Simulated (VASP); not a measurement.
PbO, 8 atoms in the cell. Symmetry: Pbcm, No. 57, orthorhombic system. Conventional cell: a = 5.756 Å, b = 5.364 Å, c = 4.646 Å, α = 90.00°, β = 90.00°, γ = 90.00°. Pb (site symmetry m) has 4 O at 2.12 to 2.45 Å within 2.8 Å. Within 2.8 Å of O (site symmetry m) lie 4 Pb at 2.12 to 2.45 Å. 

```yaml
Program: VASP 6.6.1
Task: single point
Functional: PBEsol
Potentials_or_basis: VASP PAW PBE potentials, release 64 (Pb_d, O)
Cutoff: 520 eV
k_mesh: 5 × 5 × 6
Occupations: fermi-dirac, width 0.05 eV
Spin: no spin polarisation
Dipole_correction: no
Further_INCAR_settings: ALGO = Normal; EDIFF = 1e-07; NBANDS = 50
```

Potentials or basis: VASP PAW PBE potentials, release 64 (Pb_d, O).

Run with:

```sh
$ cat potpaw_PBE.64/Pb_d/POTCAR potpaw_PBE.64/O/POTCAR > POTCAR
$ mpirun -np 1 vasp_std > vasp.out
```

Hardware: 1 thread of Intel(R) Xeon(R) Platinum 8488C (Sapphire Rapids), on a shared host.

**Question.** Estimate the wall time of this run.

**Answer.** It took 3.2 min on 1 thread of Intel(R) Xeon(R) Platinum 8488C (Sapphire Rapids), with other jobs on the host, peak memory 0.35 GiB. Counts: scf iterations 17, k points 36.
